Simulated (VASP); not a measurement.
Input of a VASP 6.6.1 run:

File INCAR:

```
PREC = Accurate
ENCUT = 520
EDIFF = 1E-7
ISMEAR = -1
SIGMA = 0.05
LREAL = F
LASPH = T
NELM = 60
ALGO = Normal
ISIF = 2
LWAVE = F
LCHARG = F
GGA = PE
NBANDS = 11
```

File KPOINTS:

```
Automatic mesh
0
Gamma
  7 7 7
```

Contents of POSCAR:

```
Be2Si
1.0
    0.0000000000      2.6400000000      2.6928000000
    2.6400000000      0.0000000000      2.6928000000
    2.6400000000      2.6400000000      0.0000000000
Si Be
1 2
Direct
    0.0000000000      0.0000000000      0.0000000000
    0.2500000000      0.2500000000      0.2500000000
    0.7500000000      0.7500000000      0.7500000000
```

Potentials or basis: VASP PAW PBE potentials, release 64 (Si, Be).

Launch:

```console
$ cat potpaw_PBE.64/Si/POTCAR potpaw_PBE.64/Be/POTCAR > POTCAR
$ mpirun -np 1 vasp_std > vasp.out
```

(1) What does it give for the pressure?

(2) Estimate the band gap on the k mesh.

## Answers

(1) -1.7 GPa.

(2) zero (band 4 reaches 7.02 eV, above the bottom of band 5 at 6.22 eV).
